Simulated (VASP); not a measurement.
The system is Hg.

```xyz
1
Lattice="1.7290 0.9982 2.2280 -1.7290 0.9982 2.2280 0.0000 -1.9965 2.2280" Properties=species:S:1:pos:R:3 pbc="T T T"
Hg    1.7290    0.9982    2.2280
```

* Program: VASP 6.6.1
* Task: relaxation of cell and atoms
* Functional: PBE
* Potentials or basis: VASP PAW PBE potentials, release 64 (Hg)
* Cutoff: 600 eV
* k mesh: 11 × 11 × 11
* Occupations: fermi-dirac, width 0.1 eV
* Spin: no spin polarisation

At the start: pressure 6.8 GPa; volume 23.07 Å³/atom.

Q: Where does the relaxation end?

A: Over 12 steps the energy falls by 84.7 meV/atom and the volume is 29.00 Å³/atom (+25.7 %); space group R-3m (No. 166, to 0.1 Å) before and after.

The path:
```csv
step,energy change (eV),largest force (eV/Å),pressure (GPa),volume (Å³)
1,0.0000,0.0000,6.80,23.07
2,-0.0733,0.0000,1.12,26.50
3,-0.0772,0.0000,0.50,27.31
4,-0.0783,0.0000,-0.13,28.98
5,-0.0786,0.0000,-0.06,28.54
6,-0.0786,0.0000,0.13,28.10
7,-0.0786,0.0000,0.03,28.33
8,-0.0795,0.0000,0.00,28.38
9,-0.0817,0.0000,-0.08,28.51
10,-0.0838,0.0000,-0.11,28.75
11,-0.0843,0.0000,-0.08,28.84
12,-0.0847,0.0000,0.04,29.00
```

Final structure:
```xyz
1
Lattice="1.9574 1.1301 2.1847 -1.9574 1.1301 2.1847 0.0000 -2.2603 2.1847" Properties=species:S:1:pos:R:3 pbc="T T T"
Hg    0.0000   -2.2603    2.1847
```

Caveat: the volume moved by over 15 % at a fixed basis, so the end points are rough.
